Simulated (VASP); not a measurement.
# CsPbCl3 (Pm-3m) in VASP: settings compared

Aim: see how the results for CsPbCl3 move with the level of theory and the settings. Levels: PBE, PBEsol, LDA, r2SCAN. Tasks: relaxation of cell and atoms.

Everything below comes from runs of VASP 6.6.1. Logs are shortened: lines on timing, memory, paths and dates and some standing lists are left out, and cuts for length are marked.

### 1 The cell of the first run

It takes space group Pm-3m (No. 221, cubic). The conventional cell has a = 5.605 Å, b = 5.605 Å, c = 5.605 Å, α = 90.00°, β = 90.00°, γ = 90.00°. Within 5.2 Å of Cs (site symmetry m-3m) lie 12 Cl at 3.96 Å and 8 Pb at 4.85 Å. Pb (site symmetry m-3m) has 6 Cl at 2.80 Å within 3.7 Å. Within 3.7 Å of Cl (site symmetry 4/mmm) lie 2 Pb at 2.80 Å.

### 2 Relaxation of cell and atoms, PBE

Contents of INCAR:

```
SYSTEM = CsPbCl3
PREC = Accurate
ENCUT = 600
EDIFF = 1E-7
ISMEAR = -1
SIGMA = 0.02
LREAL = .FALSE.
LASPH = .TRUE.
NELM = 60
ALGO = Normal
ISIF = 3
LWAVE = .FALSE.
LCHARG = .FALSE.
GGA = PE
IBRION = 2
NSW = 80
EDIFFG = -0.005
```

Contents of KPOINTS:

```
Automatic mesh
0
G
  4 4 4
  0 0 0
```

Contents of POSCAR:

```
CsPbCl3
1.0
    5.6050000000      0.0000000000      0.0000000000
    0.0000000000      5.6050000000      0.0000000000
    0.0000000000      0.0000000000      5.6050000000
Cs Pb Cl
1 1 3
Direct
    0.0000000000      0.0000000000      0.0000000000
    0.5000000000      0.5000000000      0.5000000000
    0.5000000000      0.5000000000      0.0000000000
    0.0000000000      0.5000000000      0.5000000000
    0.5000000000      0.0000000000      0.5000000000
```

Potentials or basis: VASP PAW PBE potentials, release 64 (Cs_sv, Pb_d, Cl).

Started as:

```sh
$ cat potpaw_PBE.64/Cs_sv/POTCAR potpaw_PBE.64/Pb_d/POTCAR potpaw_PBE.64/Cl/POTCAR > POTCAR
$ mpirun -np 1 vasp_std > vasp.out
```

OUTCAR:

```text
SYSTEM = CsPbCl3
   PREC = Accurate
   ENCUT = 600
   EDIFF = 1E-7
   ISMEAR = -1
   LREAL = .FALSE.
   LASPH = .TRUE.
   NELM = 60
   ISIF = 3
   GGA = PE
   IBRION = 2
   NSW = 80
   EDIFFG = -0.005

 ion  position               nearest neighbor table
   1  0.000  0.000  0.000-
   2  0.500  0.500  0.500-   3 2.80   4 2.80   5 2.80   3 2.80   5 2.80   4 2.80
   3  0.500  0.500  0.000-   2 2.80   2 2.80
   4  0.000  0.500  0.500-   2 2.80   2 2.80
   5  0.500  0.000  0.500-   2 2.80   2 2.80

  LATTYP: Found a simple cubic cell.
 ALAT       =     5.6050000000

  Lattice vectors:

 A1 = (   5.6050000000,   0.0000000000,   0.0000000000)
 A2 = (   0.0000000000,   5.6050000000,   0.0000000000)
 A3 = (   0.0000000000,   0.0000000000,   5.6050000000)

Analysis of symmetry for initial positions (statically):
=====================================================================
 Subroutine PRICEL returns:
 Original cell was already a primitive cell.

 Routine SETGRP: Setting up the symmetry group for a
 simple cubic supercell.

 Subroutine GETGRP returns: Found 48 space group operations
 (whereof 48 operations were pure point group operations)
 out of a pool of 48 trial point group operations.

The static configuration has the point symmetry O_h .

Analysis of symmetry for dynamics (positions and initial velocities):
=====================================================================
 Subroutine PRICEL returns:
 Original cell was already a primitive cell.

 Routine SETGRP: Setting up the symmetry group for a
 simple cubic supercell.

 Subroutine GETGRP returns: Found 48 space group operations
 (whereof 48 operations were pure point group operations)
 out of a pool of 48 trial point group operations.

The dynamic configuration has the point symmetry O_h .

 Subroutine INISYM returns: Found 48 space group operations
 (whereof 48 operations are pure point group operations),
 and found     1 'primitive' translations

----------------------------------------------------------------------------------------

                                     Primitive cell

  volume of cell :     176.0868

  direct lattice vectors                    reciprocal lattice vectors
     5.605000000  0.000000000  0.000000000     0.178412132  0.000000000  0.000000000
     0.000000000  5.605000000  0.000000000     0.000000000  0.178412132  0.000000000
     0.000000000  0.000000000  5.605000000     0.000000000  0.000000000  0.178412132

[... 63 lines left out ...]
   NGXF,Y,Z  is equivalent  to a cutoff of  28.47, 28.47, 28.47 a.u.
 SYSTEM =  CsPbCl3
   PREC   = accura    normal or accurate (medium, high low for compatibility)
   ISTART =      0    job   : 0-new  1-cont  2-samecut
   ICHARG =      2    charge: 1-file 2-atom 10-const
   ISPIN  =      1    spin polarized calculation?
   LNONCOLLINEAR =      F non collinear calculations
   LSORBIT =      F    spin-orbit coupling
   LASPH  =      T    aspherical Exc in radial PAW
   ENCUT  =  600.0 eV  44.10 Ry    6.64 a.u.  11.19 11.19 11.19*2*pi/ulx,y,z
   NELM   =     60;   NELMIN=  2; NELMDL= -5     # of ELM steps
   EDIFF  = 0.1E-06   stopping-criterion for ELM
   LREAL  =      F    real-space projection
   EDIFFG = -.5E-02   stopping-criterion for IOM
   NSW    =     80    number of steps for IOM
   IBRION =      2    ionic relax: 0-MD 1-quasi-New 2-CG
   NFREE  =      1    steps in history (QN), initial steepest desc. (CG)
   ISIF   =      3    stress and relaxation
   ISYM   =      2    0-nonsym 1-usesym 2-fastsym
   POTIM  = 0.5000    time-step for ionic-motion
   TEBEG  =    0.0;   TEEND  =   0.0 temperature during run
   PSTRESS=    0.0 pullay stress
   NELECT =      44.0000    total number of electrons
   NUPDOWN=      -1.0000    fix difference up-down
   EMIN   =  10.00;   EMAX   =-10.00  energy-range for DOS
   EFERMI =   0.00;   METHOD = LEGACY
   ISMEAR =    -1;   SIGMA  =   0.02  broadening in eV -4-tet -1-fermi 0-gaus
   EFERMI_NEDOS =   21; number of points for ismear=-14 and -15
   IALGO  =     38    algorithm
   IMIX   =      4    mixing-type and parameters
     AMIX     =   0.40;   BMIX     =  1.00
     AMIX_MAG =   1.60;   BMIX_MAG =  1.00
  volume/ion in A,a.u.               =      35.22       237.66
  Fermi-wavevector in a.u.,A,eV,Ry     =   1.031138  1.948568 14.466333  1.063245
  Thomas-Fermi vector in A             =   2.165271
   LORBIT       =      0    0 simple, 1 ext, 2 COOP (PROOUT), +10 PAW based schemes
   GGA     = PE    functional components
   LHFCALC =     F    Hartree Fock is set to
   AEXX    =    0.0000 exact exchange contribution
   IVDW    =     0    specifies the selected vdW correction
   LEPSILON=     F    determine dielectric tensor
   LRPA    =     F    only Hartree local field effects (RPA)
 conjugate gradient relaxation of ions
 non-spin polarized calculation
  energy-cutoff  :      600.00
  volume of cell :      176.09
 maximum number of plane-waves:      5910
 NGX is ok and might be reduce to    48
   NGX = 23   NGY = 23   NGZ = 23

--------------------------------------- Ionic step        1  -------------------------------------------

 number of electron      43.9999992 magnetization

 Free energy of the ion-electron system (eV)
  ---------------------------------------------------
  ext. energy  EPLUGINS =         0.00000000
  ---------------------------------------------------
  free energy    TOTEN  =       -17.47917925 eV

  energy without entropy =      -17.47917925  energy(sigma->0) =      -17.47917925

------------------------ aborting loop because EDIFF is reached ----------------------------------------

  FORCE on cell =-STRESS in cart. coord.  units (eV):
  Direction    XX          YY          ZZ          XY          YZ          ZX
  --------------------------------------------------------------------------------------
  -------------------------------------------------------------------------------------
  Total        2.0302455      2.0302455      2.0302455     -0.0000000     -0.0000000      0.0000000
  in kB       18.4727809     18.4727809     18.4727809     -0.0000000     -0.0000000      0.0000000
  external PRESSURE =      18.4727809 kB  Pullay stress =       0.0000000 kB
[... 65 lines left out ...]
--------------------------------------- Ionic step        3  -------------------------------------------

 number of electron      44.0000012 magnetization

 Free energy of the ion-electron system (eV)
  ---------------------------------------------------
  ext. energy  EPLUGINS =         0.00000000
  ---------------------------------------------------
  free energy    TOTEN  =       -17.54896518 eV

  energy without entropy =      -17.54896518  energy(sigma->0) =      -17.54896518

 E-fermi :   1.3369     XC(G=0):  -7.5182

 val. band max:        0.9290185551   @ k =   0.5000   0.5000   0.5000
 cond. band min:       3.1508592907   @ k =   0.5000   0.5000   0.5000
 fundamental gap:      2.2218407356
 Fermi energy:         1.3369294886

 k-point     1 :       0.0000    0.0000    0.0000
  band No.  band energies     occupation
      1     -20.0920      2.00000
      2     -15.5763      2.00000
      3     -15.5763      2.00000
      4     -15.4217      2.00000
      5     -15.4217      2.00000
      6     -15.4217      2.00000
[... 311 lines left out ...]
  FREE ENERGIE OF THE ION-ELECTRON SYSTEM (eV)
  ---------------------------------------------------
  free  energy   TOTEN  =       -17.5489651834 eV

  energy  without entropy=      -17.5489651834  energy(sigma->0) =      -17.54896518

 reached required accuracy - stopping structural energy minimisation
```

CONTCAR:

```text
CsPbCl3
   1.00000000000000
     5.7401193572534011   -0.0000000000000000    0.0000000000000000
    -0.0000000000000000    5.7401193572534011   -0.0000000000000000
     0.0000000000000000   -0.0000000000000000    5.7401193572534011
  Cs              Pb              Cl
     1     1     3
Direct
     0.0000000000000000    0.0000000000000000    0.0000000000000000
     0.5000000000000000    0.5000000000000000    0.5000000000000000
     0.5000000000000000    0.5000000000000000    0.0000000000000000
     0.0000000000000000    0.5000000000000000    0.5000000000000000
     0.5000000000000000    0.0000000000000000    0.5000000000000000

  0.00000000E+00  0.00000000E+00  0.00000000E+00
  0.00000000E+00  0.00000000E+00  0.00000000E+00
  0.00000000E+00  0.00000000E+00  0.00000000E+00
  0.00000000E+00  0.00000000E+00  0.00000000E+00
  0.00000000E+00  0.00000000E+00  0.00000000E+00
```

Run time: 4.1 min. Hardware: 1 thread of Intel Xeon 8259CL, shared host; peak memory 0.37 GiB.

Results:

- Free energy: -17.5490 eV
- Relaxed volume: 37.83 Å³/atom
- Relaxed cell: a = 5.740 Å, b = 5.740 Å, c = 5.740 Å, α = 90.00°, β = 90.00°, γ = 90.00°
- Space group after relaxing (to 0.1 Å): Pm-3m (No. 221)
- Energy gained by relaxing: 14.0 meV/atom
- Ionic steps: 3
- Pressure after relaxing: 0.0 GPa
- Band gap on the k mesh: 2.22 eV

The path:
```tsv
step	energy change (eV)	largest force (eV/Å)	pressure (GPa)	volume (Å³)
1	0.0000	0.0000	1.85	176.09
2	-0.0677	0.0000	0.29	186.64
3	-0.0698	0.0000	-0.01	189.13
```

Final structure:
```
Cs Pb Cl
1.0
     5.74012    0.00000    0.00000
     0.00000    5.74012    0.00000
     0.00000    0.00000    5.74012
Cs Pb Cl
1 1 3
Direct
  0.00000 0.00000 0.00000
  0.50000 0.50000 0.50000
  0.50000 0.50000 0.00000
  0.00000 0.50000 0.50000
  0.50000 0.00000 0.50000
```

Levels at points of the mesh, in eV from the valence-band top:
```
           k point  band 19  band 20  band 21  band 22  band 23  band 24  band 25  band 26
(0.00, 0.00, 0.00)    -2.10    -2.02    -2.02    -2.02     3.68     4.77     4.77     5.65
(0.50, 0.00, 0.00)    -2.19    -2.11    -2.11    -1.42     3.15     5.00     5.40     5.42
(0.50, 0.50, 0.00)    -2.26    -2.26    -1.73    -0.69     2.73     2.73     5.04     5.72
(0.50, 0.50, 0.50)    -1.73    -1.73    -1.73     0.00     2.22     2.22     2.22     5.45
```

Caveat: spin-orbit coupling is left out, which moves the levels of the heavy elements.

### 3 Relaxation of cell and atoms, PBEsol

This run uses another cell than the first one, of 37.83 Å³/atom.

Contents of INCAR:

```
PREC     = Accurate       # precision mode
ENCUT    = 600            # plane-wave cutoff, eV
EDIFF    = 1E-7           # SCF threshold, eV
ISMEAR   = -1             # smearing method
SIGMA    = 0.02           # smearing width, eV
LREAL    = False          # projectors in reciprocal space
LASPH    = True           # aspherical terms in the spheres
NELM     = 60             # most SCF steps
ALGO     = Normal         # electronic algorithm
ISIF     = 3              # what is computed and relaxed
LWAVE    = False          # write WAVECAR
LCHARG   = False          # write CHGCAR
GGA      = PS             # functional
IBRION   = 2              # ionic algorithm
NSW      = 80             # ionic steps
EDIFFG   = -0.005         # ionic threshold
```

Contents of KPOINTS:

```
regular mesh
0
Gamma
  4 4 4
```

POSCAR: that of step 2 with these lines changed.

```diff
@@ -2,5 +2,5 @@
 1.0
-    5.6050000000      0.0000000000      0.0000000000
-    0.0000000000      5.6050000000      0.0000000000
-    0.0000000000      0.0000000000      5.6050000000
+    5.7402638197      0.0000000000      0.0000000000
+    0.0000000000      5.7402638197      0.0000000000
+    0.0000000000      0.0000000000      5.7402638197
 Cs Pb Cl
```

Potentials or basis: VASP PAW PBE potentials, release 64 (Cs_sv, Pb_d, Cl).

Started as:

```sh
$ cat potpaw_PBE.64/Cs_sv/POTCAR potpaw_PBE.64/Pb_d/POTCAR potpaw_PBE.64/Cl/POTCAR > POTCAR
$ mpirun -np 1 vasp_std > vasp.out
```

OUTCAR:

```text
PREC = Accurate
   ENCUT = 600
   EDIFF = 1E-7
   ISMEAR = -1
   LREAL = False
   LASPH = True
   NELM = 60
   ISIF = 3
   GGA = PS
   IBRION = 2
   NSW = 80
   EDIFFG = -0.005

 ion  position               nearest neighbor table
   1  0.000  0.000  0.000-
   2  0.500  0.500  0.500-   3 2.87   4 2.87   5 2.87   3 2.87   5 2.87   4 2.87
   3  0.500  0.500  0.000-   2 2.87   2 2.87
   4  0.000  0.500  0.500-   2 2.87   2 2.87
   5  0.500  0.000  0.500-   2 2.87   2 2.87

  LATTYP: Found a simple cubic cell.
 ALAT       =     5.7402638197

  Lattice vectors:

 A1 = (   5.7402638197,   0.0000000000,   0.0000000000)
 A2 = (   0.0000000000,   5.7402638197,   0.0000000000)
 A3 = (   0.0000000000,   0.0000000000,   5.7402638197)

Analysis of symmetry for initial positions (statically):
=====================================================================
 Subroutine PRICEL returns:
 Original cell was already a primitive cell.

 Routine SETGRP: Setting up the symmetry group for a
 simple cubic supercell.

 Subroutine GETGRP returns: Found 48 space group operations
 (whereof 48 operations were pure point group operations)
 out of a pool of 48 trial point group operations.

The static configuration has the point symmetry O_h .

Analysis of symmetry for dynamics (positions and initial velocities):
=====================================================================
 Subroutine PRICEL returns:
 Original cell was already a primitive cell.

 Routine SETGRP: Setting up the symmetry group for a
 simple cubic supercell.

 Subroutine GETGRP returns: Found 48 space group operations
 (whereof 48 operations were pure point group operations)
 out of a pool of 48 trial point group operations.

The dynamic configuration has the point symmetry O_h .

 Subroutine INISYM returns: Found 48 space group operations
[... 93 lines left out ...]
   NFREE  =      1    steps in history (QN), initial steepest desc. (CG)
   ISIF   =      3    stress and relaxation
   ISYM   =      2    0-nonsym 1-usesym 2-fastsym
   POTIM  = 0.5000    time-step for ionic-motion
   TEBEG  =    0.0;   TEEND  =   0.0 temperature during run
   PSTRESS=    0.0 pullay stress
   NELECT =      44.0000    total number of electrons
   NUPDOWN=      -1.0000    fix difference up-down
   EMIN   =  10.00;   EMAX   =-10.00  energy-range for DOS
   EFERMI =   0.00;   METHOD = LEGACY
   ISMEAR =    -1;   SIGMA  =   0.02  broadening in eV -4-tet -1-fermi 0-gaus
   EFERMI_NEDOS =   21; number of points for ismear=-14 and -15
   IALGO  =     38    algorithm
   IMIX   =      4    mixing-type and parameters
     AMIX     =   0.40;   BMIX     =  1.00
     AMIX_MAG =   1.60;   BMIX_MAG =  1.00
  volume/ion in A,a.u.               =      37.83       255.28
  Fermi-wavevector in a.u.,A,eV,Ry     =   1.006840  1.902652 13.792595  1.013727
  Thomas-Fermi vector in A             =   2.139608
   LORBIT       =      0    0 simple, 1 ext, 2 COOP (PROOUT), +10 PAW based schemes
   GGA     = PS    functional components
   LHFCALC =     F    Hartree Fock is set to
   AEXX    =    0.0000 exact exchange contribution
   IVDW    =     0    specifies the selected vdW correction
   LEPSILON=     F    determine dielectric tensor
   LRPA    =     F    only Hartree local field effects (RPA)
 conjugate gradient relaxation of ions
 non-spin polarized calculation
  energy-cutoff  :      600.00
  volume of cell :      189.15
 maximum number of plane-waves:      6382
 NGX is ok and might be reduce to    48
   NGX = 23   NGY = 23   NGZ = 23

--------------------------------------- Ionic step        1  -------------------------------------------

 number of electron      44.0000012 magnetization

 Free energy of the ion-electron system (eV)
  ---------------------------------------------------
  ext. energy  EPLUGINS =         0.00000000
  ---------------------------------------------------
  free energy    TOTEN  =       -18.31272391 eV

  energy without entropy =      -18.31272391  energy(sigma->0) =      -18.31272391

------------------------ aborting loop because EDIFF is reached ----------------------------------------

  FORCE on cell =-STRESS in cart. coord.  units (eV):
  Direction    XX          YY          ZZ          XY          YZ          ZX
  --------------------------------------------------------------------------------------
  -------------------------------------------------------------------------------------
  Total       -1.5526599     -1.5526599     -1.5526599      0.0000000      0.0000000     -0.0000000
  in kB      -13.1519864    -13.1519864    -13.1519864      0.0000000      0.0000000     -0.0000000
  external PRESSURE =     -13.1519864 kB  Pullay stress =       0.0000000 kB
[... 65 lines left out ...]
--------------------------------------- Ionic step        3  -------------------------------------------

 number of electron      43.9999993 magnetization

 Free energy of the ion-electron system (eV)
  ---------------------------------------------------
  ext. energy  EPLUGINS =         0.00000000
  ---------------------------------------------------
  free energy    TOTEN  =       -18.36083383 eV

  energy without entropy =      -18.36083383  energy(sigma->0) =      -18.36083383

 E-fermi :   2.0420     XC(G=0):  -7.9560

 val. band max:        1.5647581434   @ k =   0.5000   0.5000   0.5000
 cond. band min:       3.4184333632   @ k =   0.5000   0.5000   0.5000
 fundamental gap:      1.8536752198
 Fermi energy:         2.0420042785

 k-point     1 :       0.0000    0.0000    0.0000
  band No.  band energies     occupation
      1     -19.7197      2.00000
      2     -15.1577      2.00000
      3     -15.1577      2.00000
      4     -14.9217      2.00000
      5     -14.9217      2.00000
      6     -14.9217      2.00000
[... 311 lines left out ...]
  FREE ENERGIE OF THE ION-ELECTRON SYSTEM (eV)
  ---------------------------------------------------
  free  energy   TOTEN  =       -18.3608338289 eV

  energy  without entropy=      -18.3608338289  energy(sigma->0) =      -18.36083383

 reached required accuracy - stopping structural energy minimisation
```

Run time: 3.9 min. Hardware: 1 thread of Intel Xeon 8259CL, shared host; peak memory 0.37 GiB.

What came out:

```
Free energy                           : -18.3608 eV
Relaxed volume                        : 35.63 Å³/atom
Relaxed cell                          : a = 5.627 Å, b = 5.627 Å, c = 5.627 Å, α = 90.00°, β = 90.00°, γ = 90.00°
Space group after relaxing (to 0.1 Å) : Pm-3m (No. 221)
Energy gained by relaxing             : 9.6 meV/atom
Ionic steps                           : 3
Pressure after relaxing               : 0.0 GPa
Band gap on the k mesh                : 1.85 eV
```

Step by step:
```
step  energy change (eV)  largest force (eV/Å)  pressure (GPa)  volume (Å³)
   1              0.0000                0.0000           -1.32       189.15
   2             -0.0450                0.0000           -0.36       180.77
   3             -0.0481                0.0000           -0.01       178.17
```

Final structure:
```yaml
crystal:
  lattice:
    - [5.62702, 0.00000, 0.00000]
    - [0.00000, 5.62702, 0.00000]
    - [0.00000, 0.00000, 5.62702]
  atoms:
    - { symbol: Cs, position: [0.00000, 0.00000, 0.00000] }
    - { symbol: Pb, position: [0.50000, 0.50000, 0.50000] }
    - { symbol: Cl, position: [0.50000, 0.50000, 0.00000] }
    - { symbol: Cl, position: [0.00000, 0.50000, 0.50000] }
    - { symbol: Cl, position: [0.50000, 0.00000, 0.50000] }
```

Caveat: the PAW data sets were made with another functional, which shifts forces and pressure a little; spin-orbit coupling is left out, which moves the levels of the heavy elements.

[end of part 1 of 2]
